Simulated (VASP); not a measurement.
Wanted: the native input for a VASP 6.6.1 run.

```yaml
Task: single point
Functional: PBEsol
Potentials_or_basis: VASP PAW PBE potentials, release 64 (Al, N)
Cutoff: 520 eV
k_mesh: 15 × 15 × 15
Occupations: fermi-dirac, width 0.08 eV
Spin: no spin polarisation
Dipole_correction: no
Further_INCAR_settings: ALGO = Normal; EDIFF = 1e-07; NBANDS = 11
```

The structure of AlN (zincblende type) lies in POSCAR:

```
AlN
1.0
    0.0000000000      2.1887959581      2.1887959581
    2.1887959581      0.0000000000      2.1887959581
    2.1887959581      2.1887959581      0.0000000000
Al N
1 1
Direct
    0.0000000000      0.0000000000      0.0000000000
    0.2500000000      0.2500000000      0.2500000000
```

One way to write it, as run:

INCAR

```
PREC = Accurate
ENCUT = 520
EDIFF = 1E-7
ISMEAR = -1
SIGMA = 0.08
LREAL = F
LASPH = T
NELM = 80
ALGO = Normal
ISIF = 2
LWAVE = F
LCHARG = F
GGA = PS
NBANDS = 11
```

KPOINTS

```
regular mesh
0
Gamma
  15 15 15
```

Potentials or basis: VASP PAW PBE potentials, release 64 (Al, N).

The run is started by

```bash
$ cat potpaw_PBE.64/Al/POTCAR potpaw_PBE.64/N/POTCAR > POTCAR
$ mpirun -np 1 vasp_std > vasp.out
```

Results of the run:

```
Pressure               : 0.0 GPa
Band gap on the k mesh : 3.25 eV, indirect (least direct gap 4.07 eV)
```

Caveat: the PAW data sets were made with another functional, which shifts forces and pressure a little.

Wall time 20 s on 1 thread of Intel(R) Xeon(R) Platinum 8488C (Sapphire Rapids), with other jobs on the host, peak memory 0.15 GiB.
